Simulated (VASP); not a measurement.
**Pt: single point with PBEsol**

Pt:

```xyz
1
Lattice="0.0000 2.0068 2.0068 2.0068 0.0000 2.0068 2.0068 2.0068 0.0000" Properties=species:S:1:pos:R:3 pbc="T T T"
Pt    0.0000    0.0000    0.0000
```

This cell differs from its parent crystal: strain +0.025 along x and y, +0.025 along z.

| Quantity | Value |
| --- | --- |
| Program | VASP 6.6.1 |
| Task | single point |
| Functional | PBEsol |
| Potentials or basis | VASP PAW PBE potentials, release 64 (Pt) |
| Cutoff | 520 eV |
| k mesh | 20 × 20 × 20 |
| Occupations | gaussian, width 0.15 eV |
| Spin | no spin polarisation |

```yaml
Pressure: -17.4 GPa
Band_gap_on_the_k_mesh: zero (bands 5 and 6 overlap by 1.98 eV)
```

Levels at points of the mesh, in eV from the Fermi level:
| k point | band 1 | band 2 | band 3 | band 4 | band 5 | band 6 | band 7 | band 8 | band 9 | band 10 |
| --- | --- | --- | --- | --- | --- | --- | --- | --- | --- | --- |
| (0.00, 0.00, 0.00) | -9.54 | -3.40 | -3.40 | -3.40 | -1.46 | -1.46 | 14.79 | 19.35 | 19.35 | 19.35 |
| (0.50, 0.00, 0.00) | -6.67 | -3.44 | -3.44 | -0.27 | 0.03 | 0.03 | 5.29 | 14.32 | 18.44 | 18.44 |
| (0.50, 0.50, 0.00) | -6.37 | -5.95 | 0.00 | 0.42 | 0.42 | 1.84 | 8.10 | 11.11 | 11.11 | 19.25 |

Run time: 49 s on 1 thread of Intel Xeon 8259CL (shared host), peak memory 0.17 GiB.

Caveat: the cell differs from its parent crystal (strain +0.025 along x and y, +0.025 along z); the cell stands under tension; the PAW data sets were made with another functional, which shifts forces and pressure a little; spin-orbit coupling is left out, which moves the levels of the heavy elements.
